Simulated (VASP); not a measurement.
# AlN (I-4m2) in VASP: single point with LDA

Aim: the single point of AlN with LDA.

Everything below comes from runs of VASP 6.6.1. Logs are shortened: lines on timing, memory, paths and dates and some standing lists are left out, and cuts for length are marked.

### 1 The cell of the first run

It takes space group I-4m2 (No. 119, tetragonal). Conventional cell: a = 3.039 Å, b = 3.039 Å, c = 4.512 Å, α = 90.00°, β = 90.00°, γ = 90.00°. Within 2.5 Å of Al (site symmetry -4m2) lie 4 N at 1.89 Å. Within 2.5 Å of N (site symmetry -4m2) lie 4 Al at 1.89 Å.

### 2 Single point, LDA

INCAR reads:

```
PREC     = Accurate       # precision mode
ENCUT    = 520            # plane-wave cutoff, eV
EDIFF    = 1E-7           # SCF threshold, eV
ISMEAR   = 0              # smearing method
SIGMA    = 0.05           # smearing width, eV
LREAL    = False          # projectors in reciprocal space
LASPH    = True           # aspherical terms in the spheres
NELM     = 60             # most SCF steps
ALGO     = Normal         # electronic algorithm
ISIF     = 2              # what is computed and relaxed
LWAVE    = False          # write WAVECAR
LCHARG   = False          # write CHGCAR
GGA      = CA             # functional
NBANDS   = 11             # bands
```

KPOINTS reads:

```
Automatic mesh
0
Gamma
  10 10 10
```

POSCAR reads:

```
AlN
1.0
    0.0000000000      2.1487616961      2.2561997809
    2.1487616961      0.0000000000      2.2561997809
    2.1487616961      2.1487616961      0.0000000000
Al N
1 1
Direct
    0.0000000000      0.0000000000      0.0000000000
    0.7500000000      0.7500000000      0.7500000000
```

Potentials or basis: VASP PAW LDA potentials, release 64 (Al, N).

Command:

```
$ cat potpaw_LDA.64/Al/POTCAR potpaw_LDA.64/N/POTCAR > POTCAR
$ mpirun -np 1 vasp_std > vasp.out
```

OUTCAR:

```text
PREC = Accurate
   ENCUT = 520
   EDIFF = 1E-7
   ISMEAR = 0
   LREAL = False
   LASPH = True
   NELM = 60
   ISIF = 2
   GGA = CA

 ion  position               nearest neighbor table
   1  0.000  0.000  0.000-   2 1.89   2 1.89   2 1.89   2 1.89
   2  0.750  0.750  0.750-   1 1.89   1 1.89   1 1.89   1 1.89

  LATTYP: Found a body centered tetragonal cell.
 ALAT       =     3.0388079329
 C/A-ratio  =     1.4849242405

  Lattice vectors:

 A1 = (  -2.1487616961,   0.0000000000,   2.2561997809)
 A2 = (   2.1487616961,   0.0000000000,   2.2561997809)
 A3 = (   0.0000000000,   2.1487616961,  -2.2561997809)

Analysis of symmetry for initial positions (statically):
=====================================================================
 Subroutine PRICEL returns:
 Original cell was already a primitive cell.

 Routine SETGRP: Setting up the symmetry group for a
 body centered tetragonal supercell.

 Subroutine GETGRP returns: Found  8 space group operations
 (whereof  8 operations were pure point group operations)
 out of a pool of 16 trial point group operations.

The static configuration has the point symmetry D_2d.

Analysis of symmetry for dynamics (positions and initial velocities):
=====================================================================
 Subroutine PRICEL returns:
 Original cell was already a primitive cell.

 Routine SETGRP: Setting up the symmetry group for a
 body centered tetragonal supercell.

 Subroutine GETGRP returns: Found  8 space group operations
 (whereof  8 operations were pure point group operations)
 out of a pool of 16 trial point group operations.

The dynamic configuration has the point symmetry D_2d.

 Subroutine INISYM returns: Found  8 space group operations
 (whereof  8 operations are pure point group operations),
 and found     1 'primitive' translations

----------------------------------------------------------------------------------------

                                     Primitive cell

  volume of cell :      20.8345

  direct lattice vectors                    reciprocal lattice vectors
     0.000000000  2.148761696  2.256199781    -0.232692160  0.232692160  0.221611581
     2.148761696  0.000000000  2.256199781     0.232692160 -0.232692160  0.221611581
     2.148761696  2.148761696  0.000000000     0.232692160  0.232692160 -0.221611581

  length of vectors
     3.115704459  3.115704459  3.038807933     0.396740438  0.396740438  0.396740438

  position of ions in fractional coordinates (direct lattice)
     0.000000000  0.000000000  0.000000000
     0.750000000  0.750000000  0.750000000
[... 81 lines left out ...]
   IBRION =     -1    ionic relax: 0-MD 1-quasi-New 2-CG
   NFREE  =      0    steps in history (QN), initial steepest desc. (CG)
   ISIF   =      2    stress and relaxation
   ISYM   =      2    0-nonsym 1-usesym 2-fastsym
   POTIM  = 0.5000    time-step for ionic-motion
   TEBEG  =    0.0;   TEEND  =   0.0 temperature during run
   PSTRESS=    0.0 pullay stress
   NELECT =       8.0000    total number of electrons
   NUPDOWN=      -1.0000    fix difference up-down
   EMIN   =  10.00;   EMAX   =-10.00  energy-range for DOS
   EFERMI =   0.00;   METHOD = LEGACY
   ISMEAR =     0;   SIGMA  =   0.05  broadening in eV -4-tet -1-fermi 0-gaus
   EFERMI_NEDOS =   21; number of points for ismear=-14 and -15
   IALGO  =     38    algorithm
   IMIX   =      4    mixing-type and parameters
     AMIX     =   0.40;   BMIX     =  1.00
     AMIX_MAG =   1.60;   BMIX_MAG =  1.00
  volume/ion in A,a.u.               =      10.42        70.30
  Fermi-wavevector in a.u.,A,eV,Ry     =   1.189899  2.248583 19.263943  1.415860
  Thomas-Fermi vector in A             =   2.325996
   LORBIT       =      0    0 simple, 1 ext, 2 COOP (PROOUT), +10 PAW based schemes
   GGA     = CA    functional components
   LHFCALC =     F    Hartree Fock is set to
   AEXX    =    0.0000 exact exchange contribution
   IVDW    =     0    specifies the selected vdW correction
   LEPSILON=     F    determine dielectric tensor
   LRPA    =     F    only Hartree local field effects (RPA)
 non-spin polarized calculation
 Gauss-broadening in eV      SIGMA  =   0.05
  energy-cutoff  :      520.00
  volume of cell :       20.83
 maximum number of plane-waves:       576
   NGX = 11   NGY = 11   NGZ = 11

 number of electron       8.0000001 magnetization

 Free energy of the ion-electron system (eV)
  ---------------------------------------------------
  ext. energy  EPLUGINS =         0.00000000
  ---------------------------------------------------
  free energy    TOTEN  =       -16.35739716 eV

  energy without entropy =      -16.35739716  energy(sigma->0) =      -16.35739716

 E-fermi :   6.0387     XC(G=0): -11.2679

 val. band max:        5.8079837066   @ k =  -0.1000   0.1000   0.0000
 cond. band min:       8.8724655784   @ k =   0.5000   0.0000   0.5000
 fundamental gap:      3.0644818718
 Fermi energy:         6.0387439418

 k-point     1 :       0.0000    0.0000    0.0000
  band No.  band energies     occupation
      1      -9.1098      2.00000
      2       5.5686      2.00000
      3       5.7939      2.00000
      4       5.7939      2.00000
      5       9.9377      0.00000
      6      18.0390      0.00000
      7      18.0390      0.00000
      8      18.0818      0.00000
      9      22.3213      0.00000
     10      23.4875      0.00000
     11      24.0329      0.00000
[... 309 lines left out ...]
 k-point    24 :       0.4000    0.3000    0.0000
  band No.  band energies     occupation
      1      -7.1468      2.00000
      2       1.3688      2.00000
      3       4.1344      2.00000
      4       4.5372      2.00000
      5      10.5919      0.00000
      6      15.4945      0.00000
      7      17.2766      0.00000
      8      20.3568      0.00000
      9      20.7687      0.00000
     10      27.1773      0.00000
     11      29.0500      0.00000

 [... further k-points ...]
[... 5 lines left out ...]
  --------------------------------------------------------------------------------------
  -------------------------------------------------------------------------------------
  Total       -0.0841855     -0.0841855     -1.0844560      0.0000000      0.0000000     -0.0000000
  in kB       -6.4738703     -6.4738703    -83.3947058      0.0000000      0.0000000     -0.0000000
  external PRESSURE =     -32.1141488 kB  Pullay stress =       0.0000000 kB

 VOLUME and BASIS-vectors are now :
 -----------------------------------------------------------------------------
  energy-cutoff  :      520.00
  volume of cell :       20.83
      direct lattice vectors                 reciprocal lattice vectors
     0.000000000  2.148761696  2.256199781    -0.232692160  0.232692160  0.221611581
     2.148761696  0.000000000  2.256199781     0.232692160 -0.232692160  0.221611581
     2.148761696  2.148761696  0.000000000     0.232692160  0.232692160 -0.221611581

 POSITION                                       TOTAL-FORCE (eV/Angst)
 -----------------------------------------------------------------------------------
      0.00000      0.00000      0.00000         0.000000      0.000000     -0.000000
      3.22314      3.22314      3.38430        -0.000000     -0.000000      0.000000
 -----------------------------------------------------------------------------------
    total drift:                               -0.000000     -0.000000      0.000000

  FREE ENERGIE OF THE ION-ELECTRON SYSTEM (eV)
  ---------------------------------------------------
  free  energy   TOTEN  =       -16.3573971612 eV

  energy  without entropy=      -16.3573971612  energy(sigma->0) =      -16.35739716
```

stdout:

```text
POSCAR found type information on POSCAR AlN
 POSCAR found :  2 types and       2 ions
 scaLAPACK will be used
 LDA part: xc-table for (Slater(with rela. corr.)+CA(PZ))
 , standard interpolation
 POSCAR, INCAR and KPOINTS ok, starting setup
 FFT: planning ... GRIDC
 FFT: planning ... GRID_SOFT
 FFT: planning ... GRID
 WAVECAR not read
 entering main loop
```

It took 22 s on 1 thread of Intel Xeon 8259CL, shared host; peak memory 0.14 GiB.

Results:

```
Free energy            : -16.3574 eV
Pressure               : -3.2 GPa
Band gap on the k mesh : 3.06 eV, indirect (least direct gap 4.14 eV)
```

 A k mesh can miss the band edges.
